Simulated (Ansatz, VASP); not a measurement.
## Two plane-wave programs on CuI4

POSCAR

```
CuI4
1.0
    5.9729880000      0.0000000000      0.0000000000
    0.0000000000      5.9729880000      0.0000000000
    0.0000000000      0.0000000000      5.9729880000
Cu I
1 4
Direct
    0.0000000000      0.0000000000      0.0000000000
    0.2500000000      0.2500000000      0.2500000000
    0.7500000000      0.7500000000      0.2500000000
    0.2500000000      0.7500000000      0.7500000000
    0.7500000000      0.2500000000      0.7500000000
```

INCAR.step1

```
PREC = Accurate ; ENCUT = 520
EDIFF = 1E-5 ; ISMEAR = -1
SIGMA = 0.1 ; LREAL = F
LASPH = T ; NELM = 150
ALGO = Normal ; ISIF = 2
LWAVE = T ; LCHARG = F
ISPIN = 2 ; MAGMOM = 0.35 0.38 0.38 0.38 0.38
LORBIT = 11 ; LMAXMIX = 4
GGA = PE ; NBANDS = 32
```

File INCAR.step2:

```
PREC = Accurate ; ENCUT = 520
EDIFF = 1E-6 ; ISMEAR = -1
SIGMA = 0.1 ; LREAL = F
LASPH = T ; NELM = 150
ALGO = Normal ; ISIF = 2
LWAVE = F ; LCHARG = F
ISPIN = 2 ; MAGMOM = 0.35 0.38 0.38 0.38 0.38
LORBIT = 11 ; LMAXMIX = 4
GGA = PE ; LHFCALC = T
HFSCREEN = 0.2079 ; PRECFOCK = Fast
ISTART = 1 ; NBANDS = 32
```

Contents of KPOINTS:

```
regular mesh
0
Gamma
  2 2 2
```

Input for Ansatz:

```yaml
crystal:
  lattice:
    - [5.972988, 0.0, 0.0]
    - [0.0, 5.972988, 0.0]
    - [0.0, 0.0, 5.972988]
  atoms:
    - { symbol: Cu, position: [0.0, 0.0, 0.0], spin: 0.35 }
    - { symbol: I, position: [0.25, 0.25, 0.25], spin: 0.38 }
    - { symbol: I, position: [0.75, 0.75, 0.25], spin: 0.38 }
    - { symbol: I, position: [0.25, 0.75, 0.75], spin: 0.38 }
    - { symbol: I, position: [0.75, 0.25, 0.75], spin: 0.38 }
kpoints:
  mp_grid: { grid: [2, 2, 2], shift: [0, 0, 0] }
magnetization:
  spin_polarized: true
scf:
  occupations: { method: fermi_dirac }
hamiltonian:
  pseudopotentials: { kind: paw }
  xc: hse06
basis:
  ecutwfc: 420
  fft_grid_basis: typed
output:
  forces: true
  stress: true
  eigenvalues: true
  bader: true
  populations: true
  elf: true
  write_potential: true
  volumetric_format: npy
  dos:
    e_range: [-12, 8]
    de: 0.05
    projected: { site_lists: { Cu: [Cu], I: [I] } }
    method: { smearing: { sigma: 0.1, scheme: gaussian } }
```

Alike in both runs: task single point; functional HSE06; k mesh 2 × 2 × 2; collinear spin.

|  | VASP | Ansatz |
| --- | --- | --- |
| version | VASP 6.6.1 | Ansatz 0.2.0 |
| potentials or method | VASP PAW PBE potentials, release 64 (Cu, I), cutoff 520 eV | PAW plane waves |
| occupations | fermi-dirac, width 0.1 eV | fermi-dirac |
| valence electrons in the cell | 39 | 87 |

VASP gave:

```
pressure (GPa)                                                : -2.0
net moment per atom (μB)                                      : 0.60
size of the moment on the site where the two differ most (μB) : 0.48
```

Task: Estimate Ansatz's values.

Result: Pressure (GPa): -1.9; net moment per atom (μB): 0.60; size of the moment on the site where the two differ most (μB): 0.38.

Site moments also hang on the region over which each program counts them. VASP's potentials hold 39 valence electrons a cell and Ansatz's 87, so a difference there can come from the potentials and not from the codes. Ansatz's warnings: filled band counts differ across k points, stability check not made, stress exchange threshold loose, stress scf threshold loose.

The k mesh is coarse, so the values compare programs but aren't converged. Neither program's run includes spin-orbit coupling.
